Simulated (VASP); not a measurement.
# TiSi5 (P6/mmm) in VASP: relaxation of cell and atoms with PBE

Aim: the relaxation of cell and atoms of TiSi5 with PBE.

All numbers are computed with VASP 6.6.1; they aren't measurements. Logs are shortened: lines on timing, memory, paths and dates and some standing lists are left out, and cuts for length are marked.

## (1) The cell of the first run

It takes space group P6/mmm (No. 191, hexagonal). Conventional cell: a = 4.452 Å, b = 4.452 Å, c = 5.292 Å, α = 90.00°, β = 90.00°, γ = 120.00°. Ti (site symmetry 6/mmm) has 14 Si at 2.65 to 2.89 Å within 3.5 Å. Within 3.5 Å of Si (site symmetry 6/mmm) lie 2 Ti at 2.65 Å and 12 Si at 2.89 Å. Within 3.4 Å of Si (site symmetry 3m) lie 8 Si at 2.57 to 2.89 Å and 3 Ti at 2.89 Å.

## (2) Relaxation of cell and atoms, PBE

Contents of INCAR:

```
PREC = Accurate
ENCUT = 500
EDIFF = 1E-7
ISMEAR = 0
SIGMA = 0.1
LREAL = False
LASPH = True
NELM = 120
ALGO = Normal
ISIF = 3
LWAVE = False
LCHARG = False
GGA = PE
IBRION = 2
NSW = 80
EDIFFG = -0.015
GGA_COMPAT = False
NELMIN = 4
```

Contents of KPOINTS:

```
Automatic mesh
0
Gamma
  12 12 8
```

Contents of POSCAR:

```
TiSi5
1.0
    2.2259146306     -3.8553972336      0.0000000000
   -4.4518292613      0.0000000000      0.0000000000
    0.0000000000      0.0000000000     -5.2922541780
Ti Si
1 5
Direct
    0.0000000000      1.0000000000      0.5000000000
    0.0000000000      1.0000000000      0.0000000000
    0.3333333333      0.6666666667      0.2500000000
    0.3333333333      0.6666666667      0.7500000000
    0.6666666667      0.3333333333      0.2500000000
    0.6666666667      0.3333333333      0.7500000000
```

Potentials or basis: VASP PAW PBE potentials, release 64 (Ti_sv, Si).

Command:

```bash
$ cat potpaw_PBE.64/Ti_sv/POTCAR potpaw_PBE.64/Si/POTCAR > POTCAR
$ mpirun -np 1 vasp_std > vasp.out
```

OUTCAR:

```text
PREC = Accurate
   ENCUT = 500
   EDIFF = 1E-7
   ISMEAR = 0
   LREAL = False
   LASPH = True
   NELM = 120
   ISIF = 3
   GGA = PE
   IBRION = 2
   NSW = 80
   EDIFFG = -0.015
   NELMIN = 4

 ion  position               nearest neighbor table
   1  0.000  0.000  0.500-   2 2.65   2 2.65   4 2.89   5 2.89   6 2.89   3 2.89   5 2.89   6 2.89
                             3 2.89   4 2.89   5 2.89   6 2.89   3 2.89   4 2.89
   2  0.000  0.000  0.000-   1 2.65   1 2.65   4 2.89   5 2.89   6 2.89   3 2.89   5 2.89   6 2.89
                             3 2.89   4 2.89   5 2.89   6 2.89   3 2.89   4 2.89
   3  0.333  0.667  0.250-   5 2.57   5 2.57   5 2.57   4 2.65   4 2.65   1 2.89   2 2.89   2 2.89
                             1 2.89   2 2.89   1 2.89
   4  0.333  0.667  0.750-   6 2.57   6 2.57   6 2.57   3 2.65   3 2.65   1 2.89   2 2.89   2 2.89
                             1 2.89   2 2.89   1 2.89
   5  0.667  0.333  0.250-   3 2.57   3 2.57   3 2.57   6 2.65   6 2.65   1 2.89   2 2.89   1 2.89
                             2 2.89   1 2.89   2 2.89
   6  0.667  0.333  0.750-   4 2.57   4 2.57   4 2.57   5 2.65   5 2.65   1 2.89   2 2.89   1 2.89
                             2 2.89   1 2.89   2 2.89

  LATTYP: Found a hexagonal cell.
 ALAT       =     4.4518292613
 C/A-ratio  =     1.1887819293

  Lattice vectors:

 A1 = (   2.2259146306,  -3.8553972336,   0.0000000000)
 A2 = (  -4.4518292613,   0.0000000000,   0.0000000000)
 A3 = (   0.0000000000,   0.0000000000,  -5.2922541780)

Analysis of symmetry for initial positions (statically):
=====================================================================
 Subroutine PRICEL returns:
 Original cell was already a primitive cell.

 Routine SETGRP: Setting up the symmetry group for a
 hexagonal supercell.

 Subroutine GETGRP returns: Found 24 space group operations
 (whereof 24 operations were pure point group operations)
 out of a pool of 24 trial point group operations.

The static configuration has the point symmetry D_6h.

Analysis of symmetry for dynamics (positions and initial velocities):
=====================================================================
 Subroutine PRICEL returns:
 Original cell was already a primitive cell.

 Routine SETGRP: Setting up the symmetry group for a
 hexagonal supercell.

 Subroutine GETGRP returns: Found 24 space group operations
 (whereof 24 operations were pure point group operations)
 out of a pool of 24 trial point group operations.

The dynamic configuration has the point symmetry D_6h.

 Subroutine INISYM returns: Found 24 space group operations
 (whereof 24 operations are pure point group operations),
 and found     1 'primitive' translations

[... 89 lines left out ...]
   ions per type =               1   5
   NGX,Y,Z   is equivalent  to a cutoff of  11.95, 11.95, 12.57 a.u.
   NGXF,Y,Z  is equivalent  to a cutoff of  23.90, 23.90, 25.13 a.u.
 SYSTEM =  unknown system
   PREC   = accura    normal or accurate (medium, high low for compatibility)
   ISTART =      0    job   : 0-new  1-cont  2-samecut
   ICHARG =      2    charge: 1-file 2-atom 10-const
   ISPIN  =      1    spin polarized calculation?
   LNONCOLLINEAR =      F non collinear calculations
   LSORBIT =      F    spin-orbit coupling
   LASPH  =      T    aspherical Exc in radial PAW
   ENCUT  =  500.0 eV  36.75 Ry    6.06 a.u.   8.12  8.12  9.65*2*pi/ulx,y,z
   NELM   =    120;   NELMIN=  4; NELMDL= -5     # of ELM steps
   EDIFF  = 0.1E-06   stopping-criterion for ELM
   LREAL  =      F    real-space projection
   EDIFFG = -.1E-01   stopping-criterion for IOM
   NSW    =     80    number of steps for IOM
   IBRION =      2    ionic relax: 0-MD 1-quasi-New 2-CG
   NFREE  =      1    steps in history (QN), initial steepest desc. (CG)
   ISIF   =      3    stress and relaxation
   ISYM   =      2    0-nonsym 1-usesym 2-fastsym
   POTIM  = 0.5000    time-step for ionic-motion
   TEBEG  =    0.0;   TEEND  =   0.0 temperature during run
   PSTRESS=    0.0 pullay stress
   NELECT =      32.0000    total number of electrons
   NUPDOWN=      -1.0000    fix difference up-down
   EMIN   =  10.00;   EMAX   =-10.00  energy-range for DOS
   EFERMI =   0.00;   METHOD = LEGACY
   ISMEAR =     0;   SIGMA  =   0.10  broadening in eV -4-tet -1-fermi 0-gaus
   EFERMI_NEDOS =   21; number of points for ismear=-14 and -15
   IALGO  =     38    algorithm
   IMIX   =      4    mixing-type and parameters
     AMIX     =   0.40;   BMIX     =  1.00
     AMIX_MAG =   1.60;   BMIX_MAG =  1.00
  volume/ion in A,a.u.               =      15.14       102.16
  Fermi-wavevector in a.u.,A,eV,Ry     =   1.156224  2.184947 18.189008  1.336854
  Thomas-Fermi vector in A             =   2.292846
   LORBIT       =      0    0 simple, 1 ext, 2 COOP (PROOUT), +10 PAW based schemes
   GGA     = PE    functional components
   LHFCALC =     F    Hartree Fock is set to
   AEXX    =    0.0000 exact exchange contribution
   IVDW    =     0    specifies the selected vdW correction
   LEPSILON=     F    determine dielectric tensor
   LRPA    =     F    only Hartree local field effects (RPA)
 conjugate gradient relaxation of ions
 non-spin polarized calculation
 Gauss-broadening in eV      SIGMA  =   0.10
  energy-cutoff  :      500.00
  volume of cell :       90.83
 maximum number of plane-waves:      2329
   NGX = 17   NGY = 17   NGZ = 19

--------------------------------------- Ionic step        1  -------------------------------------------

 number of electron      32.0000005 magnetization

 Free energy of the ion-electron system (eV)
  ---------------------------------------------------
  ext. energy  EPLUGINS =         0.00000000
  ---------------------------------------------------
  free energy    TOTEN  =       -34.16704843 eV

  energy without entropy =      -34.14191531  energy(sigma->0) =      -34.15448187

 E-fermi :   9.5739     XC(G=0): -11.1879

 val. band max:        9.5737706998   @ k =   0.0833   0.0833   0.5000
 cond. band min:       9.5778935721   @ k =   0.2500   0.0833   0.2500
 fundamental gap:      0.0041228724
 Fermi energy:         9.5739396491

 k-point     1 :       0.0000    0.0000    0.0000
  band No.  band energies     occupation
      1     -47.4126      2.00000
      2     -23.7316      2.00000
      3     -23.6821      2.00000
      4     -23.6821      2.00000
      5      -3.7426      2.00000
      6       0.8282      2.00000
[... 782 lines left out ...]
--------------------------------------- Ionic step        7  -------------------------------------------

 number of electron      32.0000005 magnetization

 Free energy of the ion-electron system (eV)
  ---------------------------------------------------
  ext. energy  EPLUGINS =         0.00000000
  ---------------------------------------------------
  free energy    TOTEN  =       -34.34518435 eV

  energy without entropy =      -34.32392591  energy(sigma->0) =      -34.33455513

 E-fermi :  10.0570     XC(G=0): -11.3635

 val. band max:       10.0554301825   @ k =   0.2500   0.2500   0.2500
 cond. band min:      10.0595266303   @ k =   0.4167   0.0833   0.5000
 fundamental gap:      0.0040964478
 Fermi energy:        10.0570216433

 k-point     1 :       0.0000    0.0000    0.0000
  band No.  band energies     occupation
      1     -46.6965      2.00000
      2     -23.0288      2.00000
      3     -22.9889      2.00000
      4     -22.9889      2.00000
      5      -3.5553      2.00000
      6       1.7745      2.00000
[... 576 lines left out ...]
  FREE ENERGIE OF THE ION-ELECTRON SYSTEM (eV)
  ---------------------------------------------------
  free  energy   TOTEN  =       -34.3451843483 eV

  energy  without entropy=      -34.3239259079  energy(sigma->0) =      -34.33455513

 reached required accuracy - stopping structural energy minimisation
```

OSZICAR:

```text
N       E                     dE             d eps       ncg     rms          rms(c)
DAV:   1     0.208226828252E+03    0.20823E+03   -0.14091E+04  3800   0.147E+03
DAV:   2    -0.961147552158E+01   -0.21784E+03   -0.21112E+03  3856   0.365E+02
DAV:   3    -0.351864107512E+02   -0.25575E+02   -0.24133E+02  6872   0.963E+01
[... 78 lines left out ...]
DAV:   4    -0.343451824340E+02    0.24014E-05   -0.25929E-05  5616   0.431E-02    0.281E-03
DAV:   5    -0.343451834403E+02   -0.10063E-05   -0.41803E-06  4868   0.100E-02    0.339E-03
DAV:   6    -0.343451838509E+02   -0.41069E-06   -0.34408E-07  4544   0.322E-03    0.234E-03
DAV:   7    -0.343451842874E+02   -0.43648E-06   -0.28772E-07  4548   0.311E-03    0.682E-04
DAV:   8    -0.343451843483E+02   -0.60897E-07   -0.43518E-08  2400   0.122E-03
   7 F= -.34345184E+02 E0= -.34334555E+02  d E =-.265823E-03
```

It took 21 min on 1 thread of Oxide Virtual Turin-like, shared host; peak memory 0.27 GiB.

Results:

```yaml
Free_energy: -34.3452 eV
Relaxed_volume: 14.51 Å³/atom
Relaxed_cell: a = 4.471 Å, b = 4.471 Å, c = 5.030 Å, α = 90.00°, β = 90.00°, γ = 120.00°
Space_group_after_relaxing_to_0.1_Å: P6/mmm (No. 191)
Energy_gained_by_relaxing: 29.7 meV/atom
Ionic_steps: 7
Pressure_after_relaxing: 0.0 GPa
Largest_force_after_relaxing: 0.015 eV/Å
Band_gap_on_the_k_mesh: zero (bands 16 and 17 overlap by 2.34 eV)
```

Forces in eV/Å, atoms in the order of the input:
```
Ti   0.000  0.000  0.000
Si   0.000  0.000  0.000
Si   0.000  0.000 -0.015
Si   0.000  0.000  0.015
Si   0.000  0.000 -0.015
Si   0.000  0.000  0.015
```

Step by step:
| step | energy change (eV) | largest force (eV/Å) | pressure (GPa) | volume (Å³) |
| --- | --- | --- | --- | --- |
| 1 | 0.0000 | 0.0515 | -4.78 | 90.83 |
| 2 | -0.1593 | 0.0252 | 2.73 | 84.96 |
| 3 | -0.1652 | 0.0072 | 1.42 | 85.80 |
| 4 | -0.1779 | 0.0340 | 0.22 | 86.88 |
| 5 | -0.1779 | 0.0339 | 0.22 | 86.88 |
| 6 | -0.1781 | 0.0103 | -0.10 | 87.11 |
| 7 | -0.1781 | 0.0146 | -0.04 | 87.06 |

Final structure:
```
CELL_PARAMETERS angstrom
2.23541 -3.87185 0.00000
-4.47083 0.00000 0.00000
0.00000 0.00000 -5.02959
ATOMIC_POSITIONS crystal
Ti 0.00000 0.00000 0.50000
Si 0.00000 0.00000 0.00000
Si 0.33333 0.66667 0.24989
Si 0.33333 0.66667 0.75011
Si 0.66667 0.33333 0.24989
Si 0.66667 0.33333 0.75011
```
